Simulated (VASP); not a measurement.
# AlGa3N4 in VASP: further runs

Runs on AlGa3N4. Level: r2SCAN. Tasks: single point.

Program: VASP 6.6.1. These are calculated values, not measurements. Logs are shortened: lines on timing, memory, paths and dates and some standing lists are left out, and cuts for length are marked.

**1. The cell of the first run**

The structure is cubic, space group P-43m (No. 215). The conventional cell has a = 4.354 Å, b = 4.354 Å, c = 4.354 Å, α = 90.00°, β = 90.00°, γ = 90.00°. Within 2.4 Å of Al (site symmetry -43m) lie 4 N at 1.84 Å. Ga (site symmetry -42m) has 4 N at 1.90 Å within 2.5 Å. N (site symmetry 3m) has 1 Al at 1.84 Å and 3 Ga at 1.90 Å within 2.4 Å.

**2. Single point, r2SCAN (strain -0.025 along x and y, -0.025 along z)**

Input file POSCAR:

```
AlGa3N4
1.0
    4.3537108409      0.0000000000      0.0000000000
    0.0000000000      4.3537108409      0.0000000000
    0.0000000000      0.0000000000      4.3537108409
Al Ga N
1 3 4
Direct
    0.0000000000      0.0000000000      0.0000000000
    0.5000000000      0.5000000000      0.0000000000
    0.5000000000      0.0000000000      0.5000000000
    0.0000000000      0.5000000000      0.5000000000
    0.7553510553      0.7553510553      0.2446489447
    0.7553510553      0.2446489447      0.7553510553
    0.2446489447      0.7553510553      0.7553510553
    0.2446489447      0.2446489447      0.2446489447
```

Input file INCAR.step1:

```
SYSTEM = AlGa3N4
PREC     = Accurate       ! precision mode
ENCUT    = 1460           ! plane-wave cutoff, eV
ISMEAR   = 0              ! smearing method
SIGMA    = 0.05           ! smearing width, eV
LREAL    = .False.        ! projectors in reciprocal space
LASPH    = .True.         ! aspherical terms in the spheres
NELM     = 120            ! most SCF steps
NBANDS   = 41             ! bands
GGA      = PE             ! functional
ALGO     = Normal         ! electronic algorithm
EDIFF    = 1E-5           ! SCF threshold, eV
LWAVE    = .True.         ! write WAVECAR
LCHARG   = .False.        ! write CHGCAR
GGA_COMPAT= .False.
```

Input file INCAR.step2:

```
SYSTEM = AlGa3N4
PREC     = Accurate       ! precision mode
ENCUT    = 1460           ! plane-wave cutoff, eV
EDIFF    = 1E-6           ! SCF threshold, eV
ISMEAR   = 0              ! smearing method
SIGMA    = 0.05           ! smearing width, eV
LREAL    = .False.        ! projectors in reciprocal space
LASPH    = .True.         ! aspherical terms in the spheres
NELM     = 120            ! most SCF steps
ALGO     = Normal         ! electronic algorithm
ISIF     = 2              ! what is computed and relaxed
LWAVE    = .False.        ! write WAVECAR
LCHARG   = .False.        ! write CHGCAR
METAGGA  = R2SCAN         ! meta-GGA
LMIXTAU  = .True.       
NBANDS   = 41             ! bands
ISTART   = 1            
GGA_COMPAT= .False.
```

Input file KPOINTS:

```
regular mesh
0
Gamma
  6 6 6
  0 0 0
```

Potentials or basis: VASP PAW PBE potentials, release 64 (Al, Ga_d, N_h).

Run with:

```console
> cat potpaw_PBE.64/Al/POTCAR potpaw_PBE.64/Ga_d/POTCAR potpaw_PBE.64/N_h/POTCAR > POTCAR
> cp INCAR.step1 INCAR
> mpirun -np 1 vasp_std > vasp.out
> cp INCAR.step2 INCAR
> mpirun -np 1 vasp_std > vasp.out
```

OUTCAR:

```text
SYSTEM = AlGa3N4
   PREC = Accurate
   ENCUT = 1460
   EDIFF = 1E-6
   ISMEAR = 0
   LREAL = .False.
   LASPH = .True.
   NELM = 120
   ISIF = 2
   METAGGA = R2SCAN
   ISTART = 1

 ion  position               nearest neighbor table
   1  0.000  0.000  0.000-   5 1.84   6 1.84   7 1.84   8 1.84   3 3.08   4 3.08   2 3.08   3 3.08
                             4 3.08   2 3.08   4 3.08   4 3.08   2 3.08   3 3.08   3 3.08   2 3.08
   2  0.500  0.500  0.000-   5 1.90   6 1.90   7 1.90   8 1.90   1 3.08   1 3.08   1 3.08   1 3.08

   3  0.500  0.000  0.500-   5 1.90   6 1.90   7 1.90   8 1.90   1 3.08   1 3.08   1 3.08   1 3.08

   4  0.000  0.500  0.500-   5 1.90   6 1.90   7 1.90   8 1.90   1 3.08   1 3.08   1 3.08   1 3.08

   5  0.755  0.755  0.245-   1 1.84   2 1.90   3 1.90   4 1.90
   6  0.755  0.245  0.755-   1 1.84   2 1.90   3 1.90   4 1.90
   7  0.245  0.755  0.755-   1 1.84   2 1.90   3 1.90   4 1.90
   8  0.245  0.245  0.245-   1 1.84   2 1.90   3 1.90   4 1.90

  LATTYP: Found a simple cubic cell.
 ALAT       =     4.3537108409

  Lattice vectors:

 A1 = (   4.3537108409,   0.0000000000,   0.0000000000)
 A2 = (   0.0000000000,   4.3537108409,   0.0000000000)
 A3 = (   0.0000000000,   0.0000000000,   4.3537108409)

Analysis of symmetry for initial positions (statically):
=====================================================================
 Subroutine PRICEL returns:
 Original cell was already a primitive cell.

 Routine SETGRP: Setting up the symmetry group for a
 simple cubic supercell.

 Subroutine GETGRP returns: Found 24 space group operations
 (whereof 24 operations were pure point group operations)
 out of a pool of 48 trial point group operations.

The static configuration has the point symmetry T_d .

Analysis of symmetry for dynamics (positions and initial velocities):
=====================================================================
 Subroutine PRICEL returns:
 Original cell was already a primitive cell.

 Routine SETGRP: Setting up the symmetry group for a
 simple cubic supercell.

 Subroutine GETGRP returns: Found 24 space group operations
 (whereof 24 operations were pure point group operations)
 out of a pool of 48 trial point group operations.

The dynamic configuration has the point symmetry T_d .

 Subroutine INISYM returns: Found 24 space group operations
 (whereof 24 operations are pure point group operations),
 and found     1 'primitive' translations

----------------------------------------------------------------------------------------

                                     Primitive cell

  volume of cell :      82.5237

  direct lattice vectors                    reciprocal lattice vectors
     4.353710841  0.000000000  0.000000000     0.229689117  0.000000000  0.000000000
     0.000000000  4.353710841  0.000000000     0.000000000  0.229689117  0.000000000
     0.000000000  0.000000000  4.353710841     0.000000000  0.000000000  0.229689117

  length of vectors
     4.353710841  4.353710841  4.353710841     0.229689117  0.229689117  0.229689117

  position of ions in fractional coordinates (direct lattice)
     0.000000000  0.000000000  0.000000000
     0.500000000  0.500000000  0.000000000
     0.500000000  0.000000000  0.500000000
     0.000000000  0.500000000  0.500000000
     0.755351055  0.755351055  0.244648945
     0.755351055  0.244648945  0.755351055
     0.244648945  0.755351055  0.755351055
     0.244648945  0.244648945  0.244648945

  ion indices of the primitive-cell ions
   primitive index   ion index
                 1           1
                 2           2
                 3           3
                 4           4
                 5           5
                 6           6
                 7           7
                 8           8

----------------------------------------------------------------------------------------

 KPOINTS: regular mesh

Automatic generation of k-mesh.
 Grid dimensions read from file:
 generate k-points for:    6    6    6

 Generating k-lattice:

  Cartesian coordinates                     Fractional coordinates (reciprocal lattice)
     0.038281520  0.000000000  0.000000000     0.166666667  0.000000000  0.000000000
     0.000000000  0.038281520  0.000000000     0.000000000  0.166666667  0.000000000
     0.000000000  0.000000000  0.038281520     0.000000000  0.000000000  0.166666667

  Length of vectors
     0.038281520  0.038281520  0.038281520

  Shift w.r.t. Gamma in fractional coordinates (k-lattice)
     0.000000000  0.000000000  0.000000000

 Subroutine IBZKPT returns following result:
 ===========================================

 Found     20 irreducible k-points:

 Following reciprocal coordinates:
            Coordinates               Weight
  0.000000  0.000000  0.000000      1.000000
  0.166667  0.000000  0.000000      6.000000
  0.333333  0.000000  0.000000      6.000000
  0.500000  0.000000  0.000000      3.000000
  0.166667  0.166667  0.000000     12.000000
  0.333333  0.166667  0.000000     24.000000
[... 12 lines left out ...]
  0.500000  0.500000  0.333333      6.000000
  0.500000  0.500000  0.500000      1.000000
   k-points           NKPTS =     20   k-points in BZ     NKDIM =     20   number of bands    NBANDS=     41
   number of dos      NEDOS =    301   number of ions     NIONS =      8
   total plane-waves  NPLWV = 157464
   dimension x,y,z NGX =    54 NGY =   54 NGZ =   54
   dimension x,y,z NGXF=   108 NGYF=  108 NGZF=  108
   ions per type =               1   3   4
   NGX,Y,Z   is equivalent  to a cutoff of  20.62, 20.62, 20.62 a.u.
   NGXF,Y,Z  is equivalent  to a cutoff of  41.24, 41.24, 41.24 a.u.
 SYSTEM =  AlGa3N4
   PREC   = accura    normal or accurate (medium, high low for compatibility)
   ISTART =      1    job   : 0-new  1-cont  2-samecut
   ICHARG =      0    charge: 1-file 2-atom 10-const
   ISPIN  =      1    spin polarized calculation?
   LNONCOLLINEAR =      F non collinear calculations
   LSORBIT =      F    spin-orbit coupling
   LASPH  =      T    aspherical Exc in radial PAW
   ENCUT  = 1460.0 eV 107.31 Ry   10.36 a.u.  13.56 13.56 13.56*2*pi/ulx,y,z
   NELM   =    120;   NELMIN=  2; NELMDL=  0     # of ELM steps
   EDIFF  = 0.1E-05   stopping-criterion for ELM
   LREAL  =      F    real-space projection
   EDIFFG = 0.1E-04   stopping-criterion for IOM
   NSW    =      0    number of steps for IOM
   IBRION =     -1    ionic relax: 0-MD 1-quasi-New 2-CG
   NFREE  =      0    steps in history (QN), initial steepest desc. (CG)
   ISIF   =      2    stress and relaxation
   ISYM   =      2    0-nonsym 1-usesym 2-fastsym
   POTIM  = 0.5000    time-step for ionic-motion
   TEBEG  =    0.0;   TEEND  =   0.0 temperature during run
   PSTRESS=    0.0 pullay stress
   NELECT =      62.0000    total number of electrons
   NUPDOWN=      -1.0000    fix difference up-down
   EMIN   =  10.00;   EMAX   =-10.00  energy-range for DOS
   EFERMI =   0.00;   METHOD = LEGACY
   ISMEAR =     0;   SIGMA  =   0.05  broadening in eV -4-tet -1-fermi 0-gaus
   EFERMI_NEDOS =   21; number of points for ismear=-14 and -15
   IALGO  =     38    algorithm
   IMIX   =      4    mixing-type and parameters
     AMIX     =   0.40;   BMIX     =  1.00
     AMIX_MAG =   1.60;   BMIX_MAG =  1.00
  volume/ion in A,a.u.               =      10.32        69.61
  Fermi-wavevector in a.u.,A,eV,Ry     =   1.488261  2.812406 30.135833  2.214921
  Thomas-Fermi vector in A             =   2.601318
   LORBIT       =      0    0 simple, 1 ext, 2 COOP (PROOUT), +10 PAW based schemes
   METAGGA = R2SCAN    functional components
   LHFCALC =     F    Hartree Fock is set to
   AEXX    =    0.0000 exact exchange contribution
   IVDW    =     0    specifies the selected vdW correction
   LEPSILON=     F    determine dielectric tensor
   LRPA    =     F    only Hartree local field effects (RPA)
 non-spin polarized calculation
 Gauss-broadening in eV      SIGMA  =   0.05
  energy-cutoff  :     1460.00
  volume of cell :       82.52
 maximum number of plane-waves:     10488
   NGX = 27   NGY = 27   NGZ = 27

 number of electron      62.0000001 magnetization

 Free energy of the ion-electron system (eV)
  ---------------------------------------------------
  ext. energy  EPLUGINS =         0.00000000
  ---------------------------------------------------
  free energy    TOTEN  =       -84.49891328 eV

  energy without entropy =      -84.49891328  energy(sigma->0) =      -84.49891328

 E-fermi :   6.5520     XC(G=0): -12.8049

 val. band max:        6.3380199719   @ k =   0.0000   0.0000   0.0000
 cond. band min:       9.7115662325   @ k =   0.0000   0.0000   0.0000
 fundamental gap:      3.3735462606
 Fermi energy:         6.5520279595

 k-point     1 :       0.0000    0.0000    0.0000
  band No.  band energies     occupation
      1     -10.7829      2.00000
      2      -9.0891      2.00000
      3      -9.0891      2.00000
      4      -9.0891      2.00000
      5      -7.2024      2.00000
      6      -7.1909      2.00000
[... 33 lines left out ...]
     40      18.5424      0.00000
     41      18.5424      0.00000

 k-point     2 :       0.1667    0.0000    0.0000
  band No.  band energies     occupation
      1     -10.6564      2.00000
      2      -9.1632      2.00000
      3      -9.0922      2.00000
      4      -9.0922      2.00000
      5      -7.2065      2.00000
      6      -7.1857      2.00000
[... 33 lines left out ...]
     40      18.7856      0.00000
     41      18.7856      0.00000

 k-point     3 :       0.3333    0.0000    0.0000
  band No.  band energies     occupation
      1     -10.3083      2.00000
      2      -9.4090      2.00000
      3      -9.0985      2.00000
      4      -9.0985      2.00000
      5      -7.1782      2.00000
      6      -7.1636      2.00000
[... 33 lines left out ...]
     40      19.2647      0.00000
     41      19.4283      0.00000

 k-point     4 :       0.5000    0.0000    0.0000
  band No.  band energies     occupation
      1      -9.8932      2.00000
      2      -9.7757      2.00000
      3      -9.1017      2.00000
      4      -9.1017      2.00000
      5      -7.1375      2.00000
      6      -7.1279      2.00000
[... 649 lines left out ...]
     40      17.9437      0.00000
     41      18.1422      0.00000

 k-point    19 :       0.5000    0.5000    0.3333
  band No.  band energies     occupation
      1      -9.5382      2.00000
      2      -9.3613      2.00000
      3      -9.3613      2.00000
      4      -9.3474      2.00000
      5      -7.1855      2.00000
      6      -7.1855      2.00000
[... 33 lines left out ...]
     40      17.7034      0.00000
     41      17.9957      0.00000

 k-point    20 :       0.5000    0.5000    0.5000
  band No.  band energies     occupation
      1      -9.5397      2.00000
      2      -9.3519      2.00000
      3      -9.3519      2.00000
      4      -9.3519      2.00000
      5      -7.1910      2.00000
      6      -7.1910      2.00000
[... 33 lines left out ...]
     40      17.3621      0.00000
     41      17.3621      0.00000

------------------------ aborting loop because EDIFF is reached ----------------------------------------

  FORCE on cell =-STRESS in cart. coord.  units (eV):
  Direction    XX          YY          ZZ          XY          YZ          ZX
  --------------------------------------------------------------------------------------
  -------------------------------------------------------------------------------------
  Total        9.6139829      9.6139829      9.6139829     -0.0000000      0.0000000      0.0000000
  in kB      186.6530903    186.6530903    186.6530903     -0.0000000      0.0000000      0.0000000
  external PRESSURE =     186.6530903 kB  Pullay stress =       0.0000000 kB

 VOLUME and BASIS-vectors are now :
 -----------------------------------------------------------------------------
  energy-cutoff  :     1460.00
  volume of cell :       82.52
      direct lattice vectors                 reciprocal lattice vectors
     4.353710841  0.000000000  0.000000000     0.229689117  0.000000000  0.000000000
     0.000000000  4.353710841  0.000000000     0.000000000  0.229689117  0.000000000
     0.000000000  0.000000000  4.353710841     0.000000000  0.000000000  0.229689117

 POSITION                                       TOTAL-FORCE (eV/Angst)
 -----------------------------------------------------------------------------------
      0.00000      0.00000      0.00000         0.000000     -0.000000     -0.000000
      2.17686      2.17686      0.00000         0.000000     -0.000000      0.000000
      2.17686      0.00000      2.17686         0.000000     -0.000000     -0.000000
      0.00000      2.17686      2.17686         0.000000     -0.000000     -0.000000
      3.28858      3.28858      1.06513         0.065238      0.065238     -0.065238
      3.28858      1.06513      3.28858         0.065238     -0.065238      0.065238
      1.06513      3.28858      3.28858        -0.065238      0.065238      0.065238
      1.06513      1.06513      1.06513        -0.065238     -0.065238     -0.065238
 -----------------------------------------------------------------------------------
    total drift:                               -0.000000     -0.000000     -0.000000

  FREE ENERGIE OF THE ION-ELECTRON SYSTEM (eV)
  ---------------------------------------------------
  free  energy   TOTEN  =       -84.4989132754 eV

  energy  without entropy=      -84.4989132754  energy(sigma->0) =      -84.49891328
```

It took 9.8 min on 1 thread of Intel Xeon 6975P-C (Granite Rapids), shared host; peak memory 0.59 GiB.

Results:

- Free energy: -84.4989 eV
- Pressure: 18.7 GPa
- Largest force: 0.113 eV/Å
- Band gap on the k mesh: 3.37 eV

Forces on the atoms (eV/Å):
```
Al   0.000  0.000  0.000
Ga   0.000  0.000  0.000
Ga   0.000  0.000  0.000
Ga   0.000  0.000  0.000
N    0.065  0.065 -0.065
N    0.065 -0.065  0.065
N   -0.065  0.065  0.065
N   -0.065 -0.065 -0.065
```

Caveat: the cell differs from its parent crystal (strain -0.025 along x and y, -0.025 along z); the cell stands under pressure; the PAW data sets were made with another functional, which shifts forces and pressure a little.

**3. Single point, r2SCAN (strain -0.025 along x and y, +0.025 along z)**

Changes to POSCAR since step 2:

```diff
@@ -4,3 +4,3 @@
     0.0000000000      4.3537108409      0.0000000000
-    0.0000000000      0.0000000000      4.3537108409
+    0.0000000000      0.0000000000      4.5769780635
 Al Ga N
```

Input file INCAR.step1:

```
PREC = Accurate ; ENCUT = 910
ISMEAR = 0 ; SIGMA = 0.05
LREAL = F ; LASPH = T
NELM = 120 ; NBANDS = 41
GGA = PE ; ALGO = Normal
EDIFF = 1E-5 ; LWAVE = T
LCHARG = F ; GGA_COMPAT = F
```

Input file INCAR.step2:

```
PREC = Accurate ; ENCUT = 910
EDIFF = 1E-6 ; ISMEAR = 0
SIGMA = 0.05 ; LREAL = F
LASPH = T ; NELM = 120
ALGO = Normal ; ISIF = 2
LWAVE = F ; LCHARG = F
METAGGA = R2SCAN ; LMIXTAU = T
NBANDS = 41 ; ISTART = 1
GGA_COMPAT = F
```

Input file KPOINTS:

```
Automatic mesh
0
Gamma
  6 6 6
```

Potentials or basis: VASP PAW PBE potentials, release 64 (Al, Ga_d, N_h).

Run with:

```console
> cat potpaw_PBE.64/Al/POTCAR potpaw_PBE.64/Ga_d/POTCAR potpaw_PBE.64/N_h/POTCAR > POTCAR
> cp INCAR.step1 INCAR
> mpirun -np 1 vasp_std > vasp.out
> cp INCAR.step2 INCAR
> mpirun -np 1 vasp_std > vasp.out
```

Run time: 13 min. Hardware: 1 thread of Intel Xeon 6975P-C (Granite Rapids), shared host; peak memory 0.53 GiB.

Results (log left out):

```yaml
Free_energy: -84.7433 eV
Pressure: 6.0 GPa
Largest_force: 0.102 eV/Å
Band_gap_on_the_k_mesh: 2.91 eV
```

Forces in eV/Å, atoms in the order of the input:
```
Al   0.000  0.000  0.000
Ga   0.000  0.000  0.000
Ga   0.000  0.000  0.000
Ga   0.000  0.000  0.000
N    0.072  0.072 -0.011
N    0.072 -0.072  0.011
N   -0.072  0.072  0.011
N   -0.072 -0.072 -0.011
```

Stress tensor (GPa, compression positive):
```
8.47 0.00 0.00
0.00 8.47 0.00
0.00 0.00 0.97
```

Levels at points of the mesh, in eV from the valence-band top:
| k point | band 29 | band 30 | band 31 | band 32 | band 33 | band 34 |
| --- | --- | --- | --- | --- | --- | --- |
| (0.00, 0.00, 0.00) | -0.25 | 0.00 | 0.00 | 2.91 | 3.77 | 3.77 |
| (0.50, 0.00, 0.00) | -1.68 | -1.46 | -1.34 | 5.52 | 5.65 | 6.90 |
| (0.50, 0.50, 0.00) | -0.87 | -0.86 | -0.49 | 7.51 | 7.73 | 7.73 |
| (0.00, 0.00, 0.50) | -1.47 | -1.14 | -1.14 | 5.44 | 5.49 | 6.50 |
| (0.50, 0.00, 0.50) | -1.24 | -1.16 | -0.83 | 7.34 | 7.51 | 7.59 |
| (0.50, 0.50, 0.50) | -0.76 | -0.65 | -0.57 | 5.60 | 5.60 | 5.65 |

Caveat: the cell differs from its parent crystal (strain -0.025 along x and y, +0.025 along z); the stress differs along the axes, from 1 to 8 GPa; the PAW data sets were made with another functional, which shifts forces and pressure a little.
